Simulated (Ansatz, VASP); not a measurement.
Fe: VASP beside Ansatz

Contents of INCAR:

```
SYSTEM = Fe
PREC = Accurate
ENCUT = 600
EDIFF = 1E-6
ISMEAR = -1
SIGMA = 0.05
LREAL = .FALSE.
LASPH = .TRUE.
NELM = 200
ALGO = Normal
ISIF = 2
LWAVE = .FALSE.
LCHARG = .TRUE.
ISPIN = 2
MAGMOM = 3
LORBIT = 11
LMAXMIX = 4
GGA = PE
LELF = .TRUE.
LVHAR = .TRUE.
NBANDS = 18
GGA_COMPAT = .FALSE.
```

The input KPOINTS:

```
Automatic mesh
0
G
  11 11 11
  0 0 0
```

Contents of POSCAR:

```
Fe
1.0
   -1.5007200000      1.5007200000      1.4430000000
    1.5007200000     -1.5007200000      1.4430000000
    1.5007200000      1.5007200000     -1.4430000000
Fe
1
Direct
    0.0000000000      0.0000000000      0.0000000000
```

Contents of input.yaml:

```yaml
crystal:
  lattice:
    - [-1.50072, 1.50072, 1.443]
    - [1.50072, -1.50072, 1.443]
    - [1.50072, 1.50072, -1.443]
  atoms:
    - { symbol: Fe, position: [0.0, 0.0, 0.0], spin: 3.0 }
hamiltonian:
  xc: pbe
  pseudopotentials: { kind: paw }
magnetization:
  spin_polarized: true
kpoints:
  mp_grid: { grid: [11, 11, 11] }
  band_path:
    path:
      - [[0.0, 0.0, 0.0], [0.0, 0.0, 0.5], [-0.5, 0.5, 0.5], [0.0, 0.0, 0.0], [0.4811390533, 0.4811390533, -0.4811390533], [0.25, 0.25, 0.25], [0.0, 0.5, 0.0], [-0.4811390533, 0.5188609467, 0.4811390533], [-0.5, 0.5, 0.5]]
      - [[0.0, 0.0, 0.5], [0.25, 0.25, 0.25]]
    npoints: 14
scf:
  occupations: { method: fermi_dirac, width: 0.05 }
  n_extra_bands: 6
output:
  forces: true
  stress: true
  eigenvalues: true
  fatbands: false
```

Alike in both runs: functional PBE; k mesh 11 × 11 × 11; occupations fermi-dirac, width 0.05 eV; collinear spin.

```csv
,VASP,Ansatz
version,VASP 6.6.1,Ansatz 0.2.0
potentials or method,"VASP PAW PBE potentials, release 64 (Fe_sv)",Ansatz PAW
plane-wave cutoff (eV),600,420
valence electrons in the cell,16,16
task,single point,band structure
```

|  | VASP | Ansatz | Ansatz less VASP |
| --- | --- | --- | --- |
| gap on the k mesh at the Fermi level (eV) | none | none | - |
| net moment per atom (μB) | 2.59 | 2.58 | -0.002 |
| size of the moment on the site where the two differ most (μB) | 2.60 | 2.66 | +0.060 |

Site moments also hang on the region over which each program counts them. A gap of «none» marks a metal or a gap that the smearing closes.
